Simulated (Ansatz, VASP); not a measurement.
## NbTe8Mo3 in VASP and in Ansatz

Contents of INCAR:

```
ALGO = Normal
EDIFF = 1E-6
ENCUT = 520
GGA = PE
ISIF = 2
ISMEAR = 0
ISPIN = 2
LASPH = True
LCHARG = False
LMAXMIX = 4
LORBIT = 11
LREAL = False
LWAVE = False
MAGMOM = 1 0 0 0 0 0 0 0 0 1 1 1
NBANDS = 68
NELM = 150
PREC = Accurate
SIGMA = 0.1
```

File KPOINTS:

```
k-points
0
Gamma
  6 6 1
```

Contents of POSCAR:

```
NbTe8Mo3
1.0
    3.5823704174      0.0000000000      0.0000000000
   -1.7911852087      3.1024237872      0.0000000000
    0.0000000000      0.0000000000     34.5912382361
Nb Te Mo
1 8 3
Direct
    0.0000000000      0.0000000000      0.0000000000
    0.3333333333      0.6666666667      0.1984154784
    0.3333333333      0.6666666667      0.4480173624
    0.3333333333      0.6666666667      0.6976110090
    0.3333333333      0.6666666667      0.9452244773
    0.3333333333      0.6666666667      0.0547755227
    0.3333333333      0.6666666667      0.3023889910
    0.3333333333      0.6666666667      0.5519826376
    0.3333333333      0.6666666667      0.8015845216
    0.0000000000      0.0000000000      0.2504065321
    0.0000000000      0.0000000000      0.5000000000
    0.0000000000      0.0000000000      0.7495934679
```

Input for Ansatz:

```yaml
crystal:
  lattice:
    - [3.5823704174, 0.0, 0.0]
    - [-1.7911852087, 3.1024237872, 0.0]
    - [0.0, 0.0, 34.5912382361]
  atoms:
    - { symbol: Nb, position: [0.0, 0.0, 0.0], spin: 1.0 }
    - { symbol: Te, position: [0.3333333333, 0.6666666667, 0.1984154784] }
    - { symbol: Te, position: [0.3333333333, 0.6666666667, 0.4480173624] }
    - { symbol: Te, position: [0.3333333333, 0.6666666667, 0.697611009] }
    - { symbol: Te, position: [0.3333333333, 0.6666666667, 0.9452244773] }
    - { symbol: Te, position: [0.3333333333, 0.6666666667, 0.0547755227] }
    - { symbol: Te, position: [0.3333333333, 0.6666666667, 0.302388991] }
    - { symbol: Te, position: [0.3333333333, 0.6666666667, 0.5519826376] }
    - { symbol: Te, position: [0.3333333333, 0.6666666667, 0.8015845216] }
    - { symbol: Mo, position: [0.0, 0.0, 0.2504065321], spin: 1.0 }
    - { symbol: Mo, position: [0.0, 0.0, 0.5], spin: 1.0 }
    - { symbol: Mo, position: [0.0, 0.0, 0.7495934679], spin: 1.0 }
basis:
  ecutwfc: 420
kpoints:
  mp_grid: { grid: [6, 6, 1] }
hamiltonian:
  xc: pbe
scf:
  occupations: { method: gaussian, width: 0.1 }
  lower_state_search: "off"
output:
  forces: true
  stress: true
  eigenvalues: true
  populations: true
magnetization:
  spin_polarized: true
```

Alike in both runs: task single point; functional PBE; k mesh 6 × 6 × 1; occupations gaussian, width 0.1 eV; collinear spin.

```csv
,VASP,Ansatz
version,VASP 6.6.1,Ansatz 0.2.0
potentials or method,"VASP PAW PBE potentials, release 64 (Nb_sv, Te, Mo_sv), cutoff 520 eV","scalar-relativistic, plane waves, PAW"
valence electrons in the cell,103,183
```

Ansatz gave:

| Quantity | Value |
| --- | --- |
| gap on the k mesh at the Fermi level (eV) | none |
| pressure (GPa) | 0.0 |
| traceless stress, the component that is largest in VASP (GPa) | -0.10 |
| rms of the force components (eV/Å) | 0.016 |
| net moment per atom (μB) | 0.04 |
| size of the moment on the site where the two differ most (μB) | 0.28 |

Task: Which values does VASP return?

Result: gap on the k mesh at the Fermi level (eV): none; pressure (GPa): 0.0; traceless stress, the component that is largest in VASP (GPa): -0.06; rms of the force components (eV/Å): 0.019; net moment per atom (μB): 0.04; size of the moment on the site where the two differ most (μB): 0.29.

Site moments also hang on the region over which each program counts them. Atom by atom the forces differ by 0.005 eV/Å (rms over components). A gap of «none» marks a metal or a gap that the smearing closes. VASP's potentials hold 103 valence electrons a cell and Ansatz's 183, so a difference there can come from the potentials and not from the codes.

Spin-orbit coupling is off throughout.
